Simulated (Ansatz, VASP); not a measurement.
## One calculation of C, two programs

POSCAR

```
C
1.0
    4.2551700000      0.0000000000      0.0000000000
    0.0000000000      4.2551700000      0.0000000000
    0.0000000000      0.0000000000      1.2822900000
C
1
Direct
    0.5000000000      0.5000000000      0.5000000000
```

Contents of INCAR.step1:

```
ALGO     = Normal         # electronic algorithm
EDIFF    = 1E-5           # SCF threshold, eV
ENCUT    = 520            # plane-wave cutoff, eV
GGA      = PE             # functional
ISIF     = 2              # what is computed and relaxed
ISMEAR   = -1             # smearing method
LASPH    = T              # aspherical terms in the spheres
LCHARG   = F              # write CHGCAR
LREAL    = F              # projectors in reciprocal space
LWAVE    = T              # write WAVECAR
NBANDS   = 8              # bands
NELM     = 80             # most SCF steps
PREC     = Accurate       # precision mode
SIGMA    = 0.05           # smearing width, eV
```

Contents of INCAR.step2:

```
ALGO     = Normal         # electronic algorithm
EDIFF    = 1E-6           # SCF threshold, eV
ENCUT    = 520            # plane-wave cutoff, eV
GGA      = PE             # functional
HFSCREEN = 0.2079         # screening, 1/A
ISIF     = 2              # what is computed and relaxed
ISMEAR   = -1             # smearing method
ISTART   = 1            
LASPH    = T              # aspherical terms in the spheres
LCHARG   = F              # write CHGCAR
LHFCALC  = T              # exact exchange
LREAL    = F              # projectors in reciprocal space
LWAVE    = F              # write WAVECAR
NBANDS   = 8              # bands
NELM     = 80             # most SCF steps
PREC     = Accurate       # precision mode
PRECFOCK = Normal       
SIGMA    = 0.05           # smearing width, eV
```

File KPOINTS:

```
k-points
0
Gamma
  3 3 10
```

File input.yaml:

```yaml
crystal:
  lattice:
    - [4.25517, 0.0, 0.0]
    - [0.0, 4.25517, 0.0]
    - [0.0, 0.0, 1.28229]
  atoms:
    - { symbol: C, position: [0.5, 0.5, 0.5] }
hamiltonian:
  xc: hse06
  pseudopotentials: { kind: paw }
kpoints:
  mp_grid: { grid: [3, 3, 10] }
  band_path:
    path:
      - [[0.0, 0.0, 0.0], [0.0, 0.5, 0.0], [0.5, 0.5, 0.0], [0.0, 0.0, 0.0], [0.0, 0.0, 0.5], [0.0, 0.5, 0.5], [0.5, 0.5, 0.5], [0.0, 0.0, 0.5]]
      - [[0.0, 0.5, 0.0], [0.0, 0.5, 0.5]]
      - [[0.5, 0.5, 0.0], [0.5, 0.5, 0.5]]
    npoints: 4
scf:
  occupations: { method: fermi_dirac, width: 0.05 }
  n_extra_bands: 6
output:
  forces: true
  stress: true
  eigenvalues: true
  fatbands: false
```

Alike in both runs: functional HSE06; k mesh 3 × 3 × 10; occupations fermi-dirac, width 0.05 eV; no spin polarisation.

|  | VASP | Ansatz |
| --- | --- | --- |
| version | VASP 6.6.1 | Ansatz 0.2.0 |
| potentials or method | VASP PAW PBE potentials, release 64 (C) | Ansatz PAW |
| plane-wave cutoff (eV) | 520 | 420 |
| valence electrons in the cell | 4 | 4 |
| task | single point | band structure |

|  | VASP | Ansatz | Ansatz less VASP |
| --- | --- | --- | --- |
| pressure (GPa) | -2.9 | -2.8 | +0.03 |
| traceless stress, the component that is largest in VASP (GPa) | -5.73 | -5.77 | -0.034 |

The k mesh is coarse, so the values compare programs but aren't converged. Noted on Ansatz's run: odd divisions of the mesh miss points on the zone boundary, where band edges often lie, so the gap on the mesh can be too wide.
